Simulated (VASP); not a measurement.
Write the native input for VASP 6.6.1 that does the following.

| Property | Result |
| --- | --- |
| Task | single point |
| Functional | PBE |
| Potentials or basis | VASP PAW PBE potentials, release 64 (Ta_pv, N) |
| Cutoff | 520 eV |
| k mesh | 20 × 20 × 12 |
| Occupations | gaussian, width 0.15 eV |
| Spin | no spin polarisation |
| Dipole correction | no |
| Further INCAR settings | ALGO = Normal; EDIFF = 1e-06; NBANDS = 24 |

The structure of TaN lies in POSCAR:

```
TaN
1.0
    0.0000000000      0.0000000000      2.8977716017
    2.9501846798      0.0000000000      0.0000000000
    0.0000000000      5.1098697572      0.0000000000
Ta N
2 2
Direct
    0.5000000000      0.0000000000      0.3333333333
    0.5000000000      0.5000000000      0.8333333333
    0.0000000000      0.5000000000      0.5000000000
    0.0000000000      0.0000000000      0.0000000000
```

The input as run:

INCAR

```
SYSTEM = TaN
ALGO = Normal ; EDIFF = 1E-6
ENCUT = 520 ; GGA = PE
ISIF = 2 ; ISMEAR = 0
LASPH = .True. ; LCHARG = .False.
LREAL = .False. ; LWAVE = .False.
NBANDS = 24 ; NELM = 60
PREC = Accurate ; SIGMA = 0.15
```

KPOINTS

```
k-points
0
Gamma
  20 20 12
  0 0 0
```

Potentials or basis: VASP PAW PBE potentials, release 64 (Ta_pv, N).

The run is started by

```sh
$ cat potpaw_PBE.64/Ta_pv/POTCAR potpaw_PBE.64/N/POTCAR > POTCAR
$ mpirun -np 1 vasp_std > vasp.out
```

Results of the run:

The pressure is 0.7 GPa and the band gap on the k mesh is zero (bands 16 and 17 overlap by 0.50 eV).

Caveat: spin-orbit coupling is left out, which moves the levels of the heavy elements.

Run time: 4.2 min on 1 thread of Intel(R) Xeon(R) 6975P-C (Granite Rapids), with other jobs on the host, peak memory 0.75 GiB.
